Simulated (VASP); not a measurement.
# In12HSe12 (a cell with a defect) in VASP: single point with PBEsol

Aim: the single point of In12HSe12 (a cell with a defect) with PBEsol.

Everything below comes from runs of VASP 6.6.1. Logs are shortened: lines on timing, memory, paths and dates and some standing lists are left out, and cuts for length are marked.

## 1. The cell of the first run

The cell holds a defect, 25 atoms: a = 7.947 Å, b = 11.921 Å, c = 8.447 Å, α = 76.40°, β = 76.40°, γ = 60.00°.

## 2. Single point, PBEsol

File INCAR:

```
PREC = Accurate ; ENCUT = 400
EDIFF = 1E-6 ; ISMEAR = -1
SIGMA = 0.01 ; LREAL = F
LASPH = T ; NELM = 120
ALGO = Normal ; ISIF = 2
LWAVE = F ; LCHARG = F
GGA = PS ; NBANDS = 132
NELECT = 228.0 ; GGA_COMPAT = F
```

File KPOINTS:

```
Automatic mesh
0
Gamma
  2 2 2
  0.5 0.5 0.5
```

File POSCAR:

```
In12HSe12
1.0
   -3.9736966600      6.8826445000      0.0000000000
  -11.9210899700      0.0000000000      0.0000000000
   -1.9868483300      1.1471074200      8.1298164600
In Se H
12 12 1
Direct
    0.4293180700      0.3011574000      0.3507158300
    0.5174717000      0.3197018700      0.0085024300
    0.4265639300      0.6529657400      0.3343633600
    0.5105555000      0.6695812100     -0.0078647800
    0.4341133000      0.9757358800      0.3382724400
    0.5280607600      0.9875640900     -0.0032608800
    0.9478399600      0.3051848600      0.3315572000
    1.0408236100      0.3148425700     -0.0112509800
    0.9335464700      0.6440891200      0.3369022200
    1.0229543100      0.6589643800     -0.0031733000
    0.9332416400      0.9756160300      0.3381912900
    1.0215662300      0.9920558100     -0.0026008900
    0.2256446400      0.1118927300      0.8303986400
    0.0724129400      0.0694986600      0.4987146800
    0.2214701200      0.4519420700      0.8364453300
    0.0691817400      0.4038174100      0.5018326000
    0.2124495000      0.7885488900      0.8296810100
    0.0718327300      0.7354359000      0.5012434300
    0.7152272300      0.1204002100      0.8376584100
    0.5757226500      0.0642013700      0.5064746300
    0.7119649400      0.4482230500      0.8421957600
    0.5833506500      0.4081242600      0.4913535600
    0.7223797500      0.7829710400      0.8302768800
    0.5739591000      0.7362686300      0.4992450300
    0.6506725700      0.4248505700      0.6662145300
```

Potentials or basis: VASP PAW PBE potentials, release 64 (In_d, Se, H).

Launch:

```console
> cat potpaw_PBE.64/In_d/POTCAR potpaw_PBE.64/Se/POTCAR potpaw_PBE.64/H/POTCAR > POTCAR
> mpirun -np 1 vasp_std > vasp.out
```

OUTCAR:

```text
PREC = Accurate
   ENCUT = 400
   EDIFF = 1E-6
   ISMEAR = -1
   LREAL = F
   LASPH = T
   NELM = 120
   ISIF = 2
   GGA = PS
   NELECT = 228.0

 ion  position               nearest neighbor table
   1  0.429  0.301  0.351-  20 2.60  16 2.61  22 2.74   2 2.79   7 3.84   5 3.89  11 3.94   9 4.02

   2  0.517  0.320  0.009-  15 2.64  19 2.65  21 2.65   1 2.79   8 3.86   6 3.94  12 3.96  10 3.99

   3  0.427  0.653  0.334-  24 2.62  18 2.63  22 2.67   4 2.79  11 3.88   5 3.89   9 3.97   9 3.98

   4  0.511  0.670  0.992-  17 2.60  23 2.62  21 2.74   3 2.79  12 3.87   6 3.87  10 3.93  10 4.02

   5  0.434  0.976  0.338-  24 2.64  14 2.65  20 2.65   6 2.79   3 3.89   1 3.89   7 3.90   9 3.96
                            11 3.97  11 3.98
   6  0.528  0.988  0.997-  19 2.63  13 2.64  23 2.67   5 2.79   4 3.87   8 3.89  10 3.93   2 3.94
                            12 3.95  12 4.00
   7  0.948  0.305  0.332-  14 2.62  16 2.64  22 2.67   8 2.80   1 3.84   5 3.90  11 3.98   9 4.00

   8  0.041  0.315  0.989-  13 2.62  15 2.62  21 2.71   7 2.80   2 3.86   6 3.89  12 3.91
   9  0.934  0.644  0.337-  18 2.64  24 2.64  16 2.65  10 2.78  11 3.95   5 3.96   3 3.97   3 3.98
                             7 4.00   1 4.02
  10  0.023  0.659  0.997-  23 2.63  17 2.64  15 2.66   9 2.78   6 3.93   4 3.93  12 3.97   2 3.99
                             4 4.02
  11  0.933  0.976  0.338-  14 2.64  18 2.65  20 2.65  12 2.78   3 3.88   1 3.94   9 3.95   5 3.97
                             7 3.98   5 3.98
  12  0.022  0.992  0.997-  19 2.63  13 2.64  17 2.67  11 2.78   4 3.87   8 3.91   6 3.95   2 3.96
                            10 3.97   6 4.00
  13  0.226  0.112  0.830-   8 2.62  12 2.64   6 2.64
  14  0.072  0.069  0.499-   7 2.62  11 2.64   5 2.65
  15  0.221  0.452  0.836-   8 2.62   2 2.64  10 2.66
  16  0.069  0.404  0.502-   1 2.61   7 2.64   9 2.65
  17  0.212  0.789  0.830-   4 2.60  10 2.64  12 2.67
  18  0.072  0.735  0.501-   3 2.63   9 2.64  11 2.65
  19  0.715  0.120  0.838-  12 2.63   6 2.63   2 2.65
  20  0.576  0.064  0.506-   1 2.60  11 2.65   5 2.65
  21  0.712  0.448  0.842-  25 1.79   2 2.65   8 2.71   4 2.74
  22  0.583  0.408  0.491-  25 1.77   7 2.67   3 2.67   1 2.74
  23  0.722  0.783  0.830-   4 2.62  10 2.63   6 2.67
  24  0.574  0.736  0.499-   3 2.62   5 2.64   9 2.64
  25  0.651  0.425  0.666-  22 1.77  21 1.79

  LATTYP: Found a triclinic cell.
 ALAT       =     7.9473933122
 B/A-ratio  =     3.5733837635
 C/A-ratio  =     1.2766236247
 COS(alpha) =     0.0253107468
 COS(beta)  =     0.5874871692
 COS(gamma) =     0.7695786913

  Lattice vectors:

 A1 = (  -3.9736966600,   6.8826445000,   0.0000000000)
 A2 = (  -3.9736966700,  22.9421483400,  16.2596329200)
 A3 = (  -1.9868483300,   5.7355370800,  -8.1298164600)

Analysis of symmetry for initial positions (statically):
=====================================================================
 Subroutine PRICEL returns:
 Original cell was already a primitive cell.

 Routine SETGRP: Setting up the symmetry group for a
 triclinic supercell.

 Subroutine GETGRP returns: Found  1 space group operations
 (whereof  1 operations were pure point group operations)
 out of a pool of  2 trial point group operations.

The static configuration has the point symmetry C_1 .

Analysis of symmetry for dynamics (positions and initial velocities):
=====================================================================
 Subroutine PRICEL returns:
 Original cell was already a primitive cell.

 Routine SETGRP: Setting up the symmetry group for a
 triclinic supercell.

 Subroutine GETGRP returns: Found  1 space group operations
 (whereof  1 operations were pure point group operations)
 out of a pool of  2 trial point group operations.

The dynamic configuration has the point symmetry C_1 .

 Subroutine INISYM returns: Found  1 space group operations
 (whereof  1 operations are pure point group operations),
 and found     1 'primitive' translations

----------------------------------------------------------------------------------------

                                     Primitive cell

  volume of cell :     667.0403

  direct lattice vectors                    reciprocal lattice vectors
    -3.973696660  6.882644500  0.000000000     0.000000000  0.145292990 -0.020500668
   -11.921089970  0.000000000  0.000000000    -0.083884947 -0.048430997 -0.013667112
    -1.986848330  1.147107420  8.129816460     0.000000000  0.000000000  0.123004007

  length of vectors
     7.947393312 11.921089970  8.447327234     0.146732172  0.097821448  0.123004007

  position of ions in fractional coordinates (direct lattice)
     0.429318070  0.301157400  0.350715830
     0.517471700  0.319701870  0.008502430
     0.426563930  0.652965740  0.334363360
     0.510555500  0.669581210  0.992135220
     0.434113300  0.975735880  0.338272440
     0.528060760  0.987564090  0.996739120
[... 17 lines left out ...]
     0.573959100  0.736268630  0.499245030
     0.650672570  0.424850570  0.666214530

  ion indices of the primitive-cell ions
   primitive index   ion index
                 1           1
                 2           2
                 3           3
                 4           4
                 5           5
                 6           6
[... 17 lines left out ...]
                24          24
                25          25

----------------------------------------------------------------------------------------

 KPOINTS: Automatic mesh

Automatic generation of k-mesh.
 Grid dimensions read from file:
 generate k-points for:    2    2    2

 Generating k-lattice:

  Cartesian coordinates                     Fractional coordinates (reciprocal lattice)
     0.000000000  0.072646495 -0.010250334     0.500000000  0.000000000 -0.000000000
    -0.041942473 -0.024215498 -0.006833556    -0.000000000  0.500000000  0.000000000
     0.000000000  0.000000000  0.061502003     0.000000000  0.000000000  0.500000000

  Length of vectors
     0.073366086  0.048910724  0.061502003

  Shift w.r.t. Gamma in fractional coordinates (k-lattice)
     0.500000000  0.500000000  0.500000000

 Subroutine IBZKPT returns following result:
 ===========================================

 Found      4 irreducible k-points:

 Following reciprocal coordinates:
            Coordinates               Weight
  0.250000  0.250000  0.250000      2.000000
 -0.250000  0.250000  0.250000      2.000000
  0.250000 -0.250000  0.250000      2.000000
 -0.250000 -0.250000  0.250000      2.000000
   k-points           NKPTS =      4   k-points in BZ     NKDIM =      4   number of bands    NBANDS=    132
   number of dos      NEDOS =    301   number of ions     NIONS =     25
   total plane-waves  NPLWV = 241920
   dimension x,y,z NGX =    54 NGY =   80 NGZ =   56
   dimension x,y,z NGXF=   108 NGYF=  160 NGZF=  112
   ions per type =              12  12   1
   NGX,Y,Z   is equivalent  to a cutoff of  11.30, 11.16, 11.02 a.u.
   NGXF,Y,Z  is equivalent  to a cutoff of  22.59, 22.31, 22.04 a.u.
 SYSTEM =  unknown system
   PREC   = accura    normal or accurate (medium, high low for compatibility)
   ISTART =      0    job   : 0-new  1-cont  2-samecut
   ICHARG =      2    charge: 1-file 2-atom 10-const
   ISPIN  =      1    spin polarized calculation?
   LNONCOLLINEAR =      F non collinear calculations
   LSORBIT =      F    spin-orbit coupling
   LASPH  =      T    aspherical Exc in radial PAW
   ENCUT  =  400.0 eV  29.40 Ry    5.42 a.u.  12.96 19.44 13.78*2*pi/ulx,y,z
   NELM   =    120;   NELMIN=  2; NELMDL= -5     # of ELM steps
   EDIFF  = 0.1E-05   stopping-criterion for ELM
   LREAL  =      F    real-space projection
[... 7 lines left out ...]
   TEBEG  =    0.0;   TEEND  =   0.0 temperature during run
   PSTRESS=    0.0 pullay stress
   NELECT =     228.0000    total number of electrons
   NUPDOWN=      -1.0000    fix difference up-down
   EMIN   =  10.00;   EMAX   =-10.00  energy-range for DOS
   EFERMI =   0.00;   METHOD = LEGACY
   ISMEAR =    -1;   SIGMA  =   0.01  broadening in eV -4-tet -1-fermi 0-gaus
   EFERMI_NEDOS =   21; number of points for ismear=-14 and -15
   IALGO  =     38    algorithm
   IMIX   =      4    mixing-type and parameters
     AMIX     =   0.40;   BMIX     =  1.00
     AMIX_MAG =   1.60;   BMIX_MAG =  1.00
  volume/ion in A,a.u.               =      26.68       180.06
  Fermi-wavevector in a.u.,A,eV,Ry     =   1.144640  2.163057 17.826378  1.310202
  Thomas-Fermi vector in A             =   2.281332
   LORBIT       =      0    0 simple, 1 ext, 2 COOP (PROOUT), +10 PAW based schemes
   GGA     = PS    functional components
   LHFCALC =     F    Hartree Fock is set to
   AEXX    =    0.0000 exact exchange contribution
   IVDW    =     0    specifies the selected vdW correction
   LEPSILON=     F    determine dielectric tensor
   LRPA    =     F    only Hartree local field effects (RPA)
 non-spin polarized calculation
  energy-cutoff  :      400.00
  volume of cell :      667.04
 maximum number of plane-waves:     12140
 NGX is ok and might be reduce to    54
   NGX = 25   NGY = 39   NGZ = 27

 number of electron     227.9999992 magnetization

 Free energy of the ion-electron system (eV)
  ---------------------------------------------------
  ext. energy  EPLUGINS =         0.00000000
  ---------------------------------------------------
  free energy    TOTEN  =      -100.49761222 eV

  energy without entropy =     -100.49761222  energy(sigma->0) =     -100.49761222

 E-fermi :   4.3670     XC(G=0):  -9.3746

 val. band max:        4.1391637810   @ k =  -0.2500  -0.2500   0.2500
 cond. band min:       5.3695925853   @ k =  -0.2500   0.2500   0.2500
 fundamental gap:      1.2304288043
 Fermi energy:         4.3669680176

 k-point     1 :       0.2500    0.2500    0.2500
  band No.  band energies     occupation
      1     -10.4785      2.00000
      2     -10.4287      2.00000
      3     -10.3963      2.00000
      4     -10.3738      2.00000
      5     -10.3475      2.00000
      6     -10.3356      2.00000
[... 118 lines left out ...]
    125       6.9472      0.00000
    126       7.2565      0.00000

 k-point     2 :      -0.2500    0.2500    0.2500
  band No.  band energies     occupation
      1     -10.4865      2.00000
      2     -10.4345      2.00000
      3     -10.3914      2.00000
      4     -10.3784      2.00000
      5     -10.3614      2.00000
      6     -10.3376      2.00000
[... 118 lines left out ...]
    125       7.2943      0.00000
    126       7.5574      0.00000

 k-point     3 :       0.2500   -0.2500    0.2500
  band No.  band energies     occupation
      1     -10.4808      2.00000
      2     -10.4364      2.00000
      3     -10.3922      2.00000
      4     -10.3768      2.00000
      5     -10.3490      2.00000
      6     -10.3327      2.00000
[... 118 lines left out ...]
    125       7.3695      0.00000
    126       7.4897      0.00000

 k-point     4 :      -0.2500   -0.2500    0.2500
  band No.  band energies     occupation
      1     -10.4854      2.00000
      2     -10.4255      2.00000
      3     -10.3916      2.00000
      4     -10.3739      2.00000
      5     -10.3598      2.00000
      6     -10.3404      2.00000
[... 118 lines left out ...]
    125       6.8135      0.00000
    126       7.2614      0.00000
 [bands above 126 left out]

------------------------ aborting loop because EDIFF is reached ----------------------------------------

  FORCE on cell =-STRESS in cart. coord.  units (eV):
  Direction    XX          YY          ZZ          XY          YZ          ZX
  --------------------------------------------------------------------------------------
  -------------------------------------------------------------------------------------
  Total       -5.6458619     -4.4751389     -8.2182841      0.3255385      0.9671069      3.6261678
  in kB      -13.5609087    -10.7489256    -19.7396608      0.7819174      2.3229133      8.7097650
  external PRESSURE =     -14.6831650 kB  Pullay stress =       0.0000000 kB

 VOLUME and BASIS-vectors are now :
 -----------------------------------------------------------------------------
  energy-cutoff  :      400.00
  volume of cell :      667.04
      direct lattice vectors                 reciprocal lattice vectors
    -3.973696660  6.882644500  0.000000000     0.000000000  0.145292990 -0.020500668
   -11.921089970  0.000000000  0.000000000    -0.083884947 -0.048430997 -0.013667112
    -1.986848330  1.147107420  8.129816460     0.000000000  0.000000000  0.123004007

 POSITION                                       TOTAL-FORCE (eV/Angst)
 -----------------------------------------------------------------------------------
     -5.99292      3.35715      2.85126         0.010766     -0.000509     -0.019317
     -5.88436      3.57133      0.06912         0.038153      0.012478      0.021148
    -10.14343      3.31944      2.71831         0.033851      0.035112      0.005253
    -11.98215      4.65206      8.06588         0.058393      0.038221      0.007222
    -14.02897      3.37588      2.75009        -0.000299      0.024398     -0.010683
    -15.85156      4.77782      8.10331         0.073082     -0.015596      0.001864
[... 17 lines left out ...]
    -12.04979      4.52304      4.05877         0.062130      0.124819     -0.171025
     -8.97392      5.24257      5.41620        -0.038716     -0.031458      0.008556
 -----------------------------------------------------------------------------------
    total drift:                               -0.001687     -0.000663     -0.003869

  FREE ENERGIE OF THE ION-ELECTRON SYSTEM (eV)
  ---------------------------------------------------
  free  energy   TOTEN  =      -100.4976122169 eV

  energy  without entropy=     -100.4976122169  energy(sigma->0) =     -100.49761222
```

Run time: 16 min. Hardware: 1 thread of Intel Xeon 8259CL, shared host; peak memory 0.63 GiB.

Results:

* Free energy: -100.4976 eV
* Largest force: 0.343 eV/Å

Forces on the atoms (eV/Å):
```
In   0.011 -0.001 -0.019
In   0.038  0.012  0.021
In   0.034  0.035  0.005
In   0.058  0.038  0.007
In   0.000  0.024 -0.011
In   0.073 -0.016  0.002
In   0.018 -0.007 -0.075
In   0.024 -0.030  0.040
In   0.024  0.041 -0.031
In   0.059 -0.005  0.016
In   0.023  0.027  0.003
In   0.074  0.007 -0.003
Se  -0.137 -0.168  0.180
Se   0.058  0.139 -0.164
Se  -0.090 -0.111  0.146
Se   0.031  0.148 -0.165
Se  -0.120 -0.209  0.175
Se   0.039  0.163 -0.214
Se  -0.131 -0.130  0.171
Se   0.091  0.158 -0.191
Se  -0.033 -0.199  0.198
Se   0.000  0.174 -0.167
Se  -0.166 -0.186  0.236
Se   0.062  0.125 -0.171
H   -0.039 -0.031  0.009
```

Levels at points of the mesh, in eV from the Fermi level:
| k point | band 110 | band 111 | band 112 | band 113 | band 114 | band 115 | band 116 | band 117 | band 118 | band 119 |
| --- | --- | --- | --- | --- | --- | --- | --- | --- | --- | --- |
| (0.25, 0.25, 0.25) | -1.23 | -1.15 | -0.99 | -0.95 | -0.70 | 1.29 | 1.73 | 1.85 | 1.95 | 2.06 |

Caveat: the cell carries a net charge on a neutralising background, which shifts energy and pressure; the cell is charged against a uniform background, so pressure and absolute levels hang on convention; the PAW data sets were made with another functional, which shifts forces and pressure a little; spin-orbit coupling is left out, which moves the levels of the heavy elements.
